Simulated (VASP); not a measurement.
A run of VASP 6.6.1:

Contents of INCAR:

```
PREC = Accurate
ENCUT = 520
EDIFF = 1E-7
ISMEAR = 0
SIGMA = 0.05
LREAL = F
LASPH = T
NELM = 100
ALGO = Normal
ISIF = 2
LWAVE = F
LCHARG = F
GGA = RE
IVDW = 13
NBANDS = 16
```

The input KPOINTS:

```
Automatic mesh
0
Gamma
  8 8 8
```

POSCAR

```
GaAs
1.0
    0.0000000000      2.8371428487      2.8371428487
    2.8371428487      0.0000000000      2.8371428487
    2.8371428487      2.8371428487      0.0000000000
Ga As
1 1
Direct
    0.0000000000      0.0000000000      0.0000000000
    0.7500000000      0.7500000000      0.7500000000
```

Potentials or basis: VASP PAW PBE potentials, release 64 (Ga_d, As).

Launch:

```bash
$ cat potpaw_PBE.64/Ga_d/POTCAR potpaw_PBE.64/As/POTCAR > POTCAR
$ mpirun -np 1 vasp_std > vasp.out
```

Hardware: 1 thread of AMD EPYC 9R14 (Zen 4) (shared host).

Question: Estimate the wall time of this run.

Answer: Wall time 17 s on 1 thread of AMD EPYC 9R14 (Zen 4), with other jobs on the host, peak memory 0.14 GiB. Counts: scf iterations 14, k points 29.
